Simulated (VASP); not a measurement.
Here is a VASP 6.6.1 calculation.

File INCAR:

```
SYSTEM = Se
PREC = Accurate
ENCUT = 600
EDIFF = 1E-6
ISMEAR = -1
SIGMA = 0.08
LREAL = .False.
LASPH = .True.
NELM = 80
ALGO = Normal
ISIF = 3
LWAVE = .False.
LCHARG = .False.
GGA = CA
IBRION = 2
NSW = 60
EDIFFG = -0.005
```

KPOINTS

```
Automatic mesh
0
Gamma
  15 15 15
  0 0 0
```

POSCAR

```
Se
1.0
   -1.7380133224      1.7380133224      1.7380133224
    1.7380133224     -1.7380133224      1.7380133224
    1.7380133224      1.7380133224     -1.7380133224
Se
1
Direct
    0.0000000000      0.0000000000      0.0000000000
```

Potentials or basis: VASP PAW LDA potentials, release 64 (Se).

Run with:

```sh
$ cat potpaw_LDA.64/Se/POTCAR > POTCAR
$ mpirun -np 1 vasp_std > vasp.out
```

Task: What does it give for the relaxed cell?

Result: a = 2.913 Å, b = 2.913 Å, c = 2.913 Å, α = 109.47°, β = 109.47°, γ = 109.47°.

Task: Predict the band gap on the k mesh.

Result: Zero (bands 3 and 4 overlap by 6.70 eV).

The path:
```tsv
step	energy change (eV)	largest force (eV/Å)	pressure (GPa)	volume (Å³)
1	0.0000	0.0000	-7.05	21.00
2	-0.0394	0.0000	3.70	18.31
3	-0.0473	0.0000	0.00	19.03
```
